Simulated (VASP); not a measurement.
# Pt (Fm-3m) in VASP: a series of runs, part 2 of 2

VASP 6.6.1. Earlier steps stand in the parts before.

### Step 3. Single point, r2SCAN

This run uses another cell than the first one, of 15.34 Å³/atom.

POSCAR reads:

```
Pt
1.0
    0.0000000000      1.9722192362      1.9722192362
    1.9722192362      0.0000000000      1.9722192362
    1.9722192362      1.9722192362      0.0000000000
Pt
1
Direct
    0.0000000000      0.0000000000      0.0000000000
```

INCAR.step1 reads:

```
PREC = Accurate
ENCUT = 520
ISMEAR = -1
SIGMA = 0.1
LREAL = F
LASPH = T
NELM = 80
NBANDS = 11
GGA = PE
ALGO = Normal
EDIFF = 1E-4
LWAVE = T
LCHARG = F
```

INCAR.step2 reads:

```
PREC = Accurate
ENCUT = 520
EDIFF = 1E-6
ISMEAR = -1
SIGMA = 0.1
LREAL = F
LASPH = T
NELM = 80
ALGO = Normal
ISIF = 2
LWAVE = F
LCHARG = T
METAGGA = R2SCAN
LMIXTAU = T
LELF = T
LVHAR = T
NBANDS = 11
ISTART = 1
```

KPOINTS reads:

```
regular mesh
0
Gamma
  15 15 15
```

Potentials or basis: VASP PAW PBE potentials, release 64 (Pt).

Launch:

```
cat potpaw_PBE.64/Pt/POTCAR > POTCAR
cp INCAR.step1 INCAR
mpirun -np 1 vasp_std > vasp.out
cp INCAR.step2 INCAR
mpirun -np 1 vasp_std > vasp.out
```

OUTCAR:

```text
PREC = Accurate
   ENCUT = 520
   EDIFF = 1E-6
   ISMEAR = -1
   LREAL = F
   LASPH = T
   NELM = 80
   ISIF = 2
   METAGGA = R2SCAN
   ISTART = 1

 ion  position               nearest neighbor table
   1  0.000  0.000  0.000-

  LATTYP: Found a face centered cubic cell.
 ALAT       =     3.9444384724

  Lattice vectors:

 A1 = (   0.0000000000,   1.9722192362,   1.9722192362)
 A2 = (   1.9722192362,   0.0000000000,   1.9722192362)
 A3 = (   1.9722192362,   1.9722192362,   0.0000000000)

Analysis of symmetry for initial positions (statically):
=====================================================================
 Subroutine PRICEL returns:
 Original cell was already a primitive cell.

 Routine SETGRP: Setting up the symmetry group for a
 face centered cubic supercell.

 Subroutine GETGRP returns: Found 48 space group operations
 (whereof 48 operations were pure point group operations)
 out of a pool of 48 trial point group operations.

The static configuration has the point symmetry O_h .

Analysis of symmetry for dynamics (positions and initial velocities):
[... 166 lines left out ...]
      1       0.3911      2.00000
      2       6.8819      2.00000
      3       6.8819      2.00000
      4       6.8819      2.00000
      5       8.9861      2.00000
      6       8.9861      2.00000
      7      26.2168      0.00000
      8      31.2857      0.00000
      9      31.2857      0.00000
     10      31.2857      0.00000
     11      37.0916      0.00000
[... 309 lines left out ...]
 k-point    24 :       0.2000    0.1333    0.0000
  band No.  band energies     occupation
      1       1.9364      2.00000
      2       6.0430      2.00000
      3       7.5389      2.00000
      4       7.6198      2.00000
      5       8.2446      2.00000
      6       9.3722      2.00000
      7      28.2284      0.00000
      8      28.5420      0.00000
      9      30.9222      0.00000
     10      31.6435      0.00000
     11      36.7941      0.00000

 [... further k-points ...]

------------------------ aborting loop because EDIFF is reached ----------------------------------------

  FORCE on cell =-STRESS in cart. coord.  units (eV):
  Direction    XX          YY          ZZ          XY          YZ          ZX
  --------------------------------------------------------------------------------------
  -------------------------------------------------------------------------------------
  Total        0.0164691      0.0164691      0.0164691     -0.0000000     -0.0000000      0.0000000
  in kB        1.7198276      1.7198276      1.7198276     -0.0000000     -0.0000000      0.0000000
  external PRESSURE =       1.7198276 kB  Pullay stress =       0.0000000 kB

 VOLUME and BASIS-vectors are now :
 -----------------------------------------------------------------------------
  energy-cutoff  :      520.00
  volume of cell :       15.34
      direct lattice vectors                 reciprocal lattice vectors
     0.000000000  1.972219236  1.972219236    -0.253521511  0.253521511  0.253521511
     1.972219236  0.000000000  1.972219236     0.253521511 -0.253521511  0.253521511
     1.972219236  1.972219236  0.000000000     0.253521511  0.253521511 -0.253521511

 POSITION                                       TOTAL-FORCE (eV/Angst)
 -----------------------------------------------------------------------------------
      0.00000      0.00000      0.00000         0.000000      0.000000      0.000000
 -----------------------------------------------------------------------------------
    total drift:                               -0.000000      0.000000      0.000000

  FREE ENERGIE OF THE ION-ELECTRON SYSTEM (eV)
  ---------------------------------------------------
  free  energy   TOTEN  =       -51.5270645285 eV

  energy  without entropy=      -51.4745172869  energy(sigma->0) =      -51.50079091
```

OUTCAR.step1:

```text
PREC = Accurate
   ENCUT = 520
   ISMEAR = -1
   LREAL = F
   LASPH = T
   NELM = 80
[... 550 lines left out ...]

 POSITION                                       TOTAL-FORCE (eV/Angst)
 -----------------------------------------------------------------------------------
      0.00000      0.00000      0.00000         0.000000      0.000000      0.000000
 -----------------------------------------------------------------------------------
    total drift:                                0.000000     -0.000000     -0.000000

  FREE ENERGIE OF THE ION-ELECTRON SYSTEM (eV)
  ---------------------------------------------------
  free  energy   TOTEN  =        -6.1220677742 eV

  energy  without entropy=       -6.0666716303  energy(sigma->0) =       -6.09436970
```

Run time: 55 s. Hardware: 1 thread of Intel Xeon 8259CL, shared host; peak memory 0.16 GiB.

What came out:

* Free energy: -51.5271 eV
* Pressure: 0.2 GPa
* Band gap on the k mesh: zero (bands 5 and 6 overlap by 2.26 eV)

Caveat: the PAW data sets were made with another functional, which shifts forces and pressure a little; spin-orbit coupling is left out, which moves the levels of the heavy elements.

### Step 4. Single point, r2SCAN

This run uses another cell than the first one, of 15.34 Å³/atom.

POSCAR is that of step 3.

INCAR.step1 reads:

```
SYSTEM = Pt
ALGO = Normal
EDIFF = 1E-4
ENCUT = 520
GGA = PE
ISMEAR = -1
LASPH = .TRUE.
LCHARG = .FALSE.
LREAL = .FALSE.
LWAVE = .TRUE.
NBANDS = 11
NELM = 60
PREC = Accurate
SIGMA = 0.1
```

INCAR.step2 reads:

```
SYSTEM = Pt
ALGO = Normal
EDIFF = 1E-7
ENCUT = 520
ISIF = 2
ISMEAR = -1
ISTART = 1
LASPH = .TRUE.
LCHARG = .FALSE.
LMIXTAU = .TRUE.
LREAL = .FALSE.
LWAVE = .FALSE.
METAGGA = R2SCAN
NBANDS = 11
NELM = 60
PREC = Accurate
SIGMA = 0.1
```

KPOINTS reads:

```
k-points
0
G
  15 15 15
  0 0 0
```

Launch:

```
cat potpaw_PBE.64/Pt/POTCAR > POTCAR
cp INCAR.step1 INCAR
mpirun -np 1 vasp_std > vasp.out
cp INCAR.step2 INCAR
mpirun -np 1 vasp_std > vasp.out
```

It took 68 s on 1 thread of Intel Xeon 8259CL, shared host; peak memory 0.16 GiB.

Results (log left out):

- Free energy: -51.5271 eV
- Pressure: 0.2 GPa
- Band gap on the k mesh: zero (bands 5 and 6 overlap by 2.26 eV)

Levels at points of the mesh, in eV from the Fermi level:
```csv
k point,band 1,band 2,band 3,band 4,band 5,band 6,band 7,band 8,band 9,band 10
"(0.00, 0.00, 0.00)",-10.32,-3.82,-3.82,-3.82,-1.72,-1.72,15.51,20.58,20.58,20.58
```

Caveat: the PAW data sets were made with another functional, which shifts forces and pressure a little; spin-orbit coupling is left out, which moves the levels of the heavy elements.

### Step 5. Single point, r2SCAN

This run uses another cell than the first one, of 15.81 Å³/atom.

POSCAR reads:

```
Pt
1.0
    0.0000000000      1.9921419911      1.9921419911
    1.9921419911      0.0000000000      1.9921419911
    1.9921419911      1.9921419911      0.0000000000
Pt
1
Direct
    0.0000000000      0.0000000000      0.0000000000
```

INCAR.step1 reads:

```
PREC = Accurate
ENCUT = 520
ISMEAR = -1
SIGMA = 0.1
LREAL = F
LASPH = T
NELM = 60
NBANDS = 11
GGA = PE
ALGO = Normal
EDIFF = 1E-4
LWAVE = T
LCHARG = F
```

INCAR.step2 reads:

```
PREC = Accurate
ENCUT = 520
EDIFF = 1E-6
ISMEAR = -1
SIGMA = 0.1
LREAL = F
LASPH = T
NELM = 60
ALGO = Normal
ISIF = 2
LWAVE = F
LCHARG = F
METAGGA = R2SCAN
LMIXTAU = T
NBANDS = 11
ISTART = 1
```

KPOINTS reads:

```
Automatic mesh
0
Gamma
  15 15 15
```

Launch:

```
cat potpaw_PBE.64/Pt/POTCAR > POTCAR
cp INCAR.step1 INCAR
mpirun -np 1 vasp_std > vasp.out
cp INCAR.step2 INCAR
mpirun -np 1 vasp_std > vasp.out
```

Run time: 72 s. Hardware: 1 thread of Intel Xeon 8259CL, shared host; peak memory 0.16 GiB.

The run converged. Its results:

- Free energy: -51.5163 eV
- Pressure: -7.4 GPa
- Band gap on the k mesh: zero (bands 5 and 6 overlap by 2.15 eV)

Levels at points of the mesh, in eV from the Fermi level:
```
           k point  band 1  band 2  band 3  band 4  band 5  band 6  band 7  band 8  band 9  band 10
(0.00, 0.00, 0.00)   -9.97   -3.64   -3.64   -3.64   -1.64   -1.64   15.59   20.48   20.48    20.48
```

Caveat: the cell stands under tension; the PAW data sets were made with another functional, which shifts forces and pressure a little; spin-orbit coupling is left out, which moves the levels of the heavy elements.

### Step 6. Overview

```csv
cell,gap on the mesh (eV),pressure (GPa)
"a = 2.760 Å, angles 60.0°, 1 atom",none,9.4
"a = 2.789 Å, angles 60.0°, 1 atom",none,0.2
"a = 2.817 Å, angles 60.0°, 1 atom",none,-7.4
```

Alike in all rows: task single point; level r2SCAN; potentials or basis VASP PAW PBE potentials, release 64 (Pt); no spin polarisation; k mesh 15 × 15 × 15; cutoff (eV) 520; smearing fermi-dirac 0.1 eV.

Caveats: the PAW data sets were made with another functional, which shifts forces and pressure a little; spin-orbit coupling is left out, which moves the levels of the heavy elements; the cell stands under pressure (at least some runs); the cell stands under tension (at least some runs).

Total energies depend on the potentials used, so only differences within one code and one set of settings carry meaning.
